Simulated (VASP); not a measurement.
Wanted: the native input for a VASP 6.6.1 run.

| Quantity | Value |
| --- | --- |
| Task | single point |
| Functional | PBE |
| Potentials or basis | VASP PAW PBE potentials, release 64 (Y_sv, Zn, C, N) |
| Cutoff | 520 eV |
| k mesh | 4 × 4 × 4 |
| Occupations | gaussian, width 0.1 eV |
| Spin | no spin polarisation |
| Dipole correction | no |
| Further INCAR settings | ALGO = Normal; EDIFF = 1e-06; NBANDS = 40 |

The structure of YZnC4N4 lies in POSCAR:

```
YZnC4N4
1.0
    6.4001470399      0.0000000000      0.0000000000
    0.0000000000      6.4001470399      0.0000000000
    0.0000000000      0.0000000000      6.4001470399
Y Zn C N
1 1 4 4
Direct
    0.0000000000      0.0000000000      0.0000000000
    0.5000000000      0.5000000000      0.5000000000
    0.2172923948      0.2172923948      0.2172923948
    0.2172923948      0.7827076052      0.7827076052
    0.7827076052      0.2172923948      0.7827076052
    0.7827076052      0.7827076052      0.2172923948
    0.3229931364      0.3229931364      0.3229931364
    0.3229931364      0.6770068636      0.6770068636
    0.6770068636      0.3229931364      0.6770068636
    0.6770068636      0.6770068636      0.3229931364
```

The input as run:

INCAR

```
SYSTEM = YZnC4N4
PREC     = Accurate       ! precision mode
ENCUT    = 520            ! plane-wave cutoff, eV
EDIFF    = 1E-6           ! SCF threshold, eV
ISMEAR   = 0              ! smearing method
SIGMA    = 0.1            ! smearing width, eV
LREAL    = .FALSE.        ! projectors in reciprocal space
LASPH    = .TRUE.         ! aspherical terms in the spheres
NELM     = 100            ! most SCF steps
ALGO     = Normal         ! electronic algorithm
ISIF     = 2              ! what is computed and relaxed
LWAVE    = .FALSE.        ! write WAVECAR
LCHARG   = .FALSE.        ! write CHGCAR
GGA      = PE             ! functional
NBANDS   = 40             ! bands
```

KPOINTS

```
regular mesh
0
G
  4 4 4
  0 0 0
```

Potentials or basis: VASP PAW PBE potentials, release 64 (Y_sv, Zn, C, N).

Command:

```console
$ cat potpaw_PBE.64/Y_sv/POTCAR potpaw_PBE.64/Zn/POTCAR potpaw_PBE.64/C/POTCAR potpaw_PBE.64/N/POTCAR > POTCAR
$ mpirun -np 1 vasp_std > vasp.out
```

Results of the run:

```json
{
  "Pressure": "0.4 GPa",
  "Largest force": "0.355 eV/Å"
}
```

Run time: 2.1 min on 1 thread of AMD EPYC 7R43 64-Core Processor (Zen 3) (shared host), peak memory 0.36 GiB.
